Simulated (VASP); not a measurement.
A run of VASP 6.6.1 is set up as follows.

INCAR

```
SYSTEM = Pt
ALGO = Normal ; EDIFF = 1E-7
EDIFFG = -0.01 ; ENCUT = 600
GGA = PS ; IBRION = 2
ISIF = 3 ; ISMEAR = 0
LASPH = .True. ; LCHARG = .False.
LREAL = .False. ; LWAVE = .False.
NELM = 100 ; NSW = 100
PREC = Accurate ; SIGMA = 0.1
```

KPOINTS

```
k-points
0
Gamma
  26 26 26
  0 0 0
```

Contents of POSCAR:

```
Pt
1.0
   -1.6758614756      1.6758614756      1.3535962696
    1.6758614756     -1.6758614756      1.3535962696
    1.6758614756      1.6758614756     -1.3535962696
Pt
1
Direct
    0.5000000000      0.5000000000      0.0000000000
```

Potentials or basis: VASP PAW PBE potentials, release 64 (Pt).

The run is started by

```console
$ cat potpaw_PBE.64/Pt/POTCAR > POTCAR
$ mpirun -np 1 vasp_std > vasp.out
```

(1) Predict the band gap on the k mesh.

(2) What does it give for the relaxed volume?

(3) Estimate the relaxed cell.

(4) Predict the space group after relaxing (to 0.05 Å).

## Answers

(1) zero (band 5 reaches 11.71 eV, above the bottom of band 6 at 9.51 eV).

(2) 15.18 Å³/atom.

(3) a = 2.729 Å, b = 2.729 Å, c = 2.729 Å, α = 104.18°, β = 104.18°, γ = 120.67°.

(4) I4/mmm (No. 139).

Caveat: the PAW data sets were made with another functional, which shifts forces and pressure a little; spin-orbit coupling is left out, which moves the levels of the heavy elements.
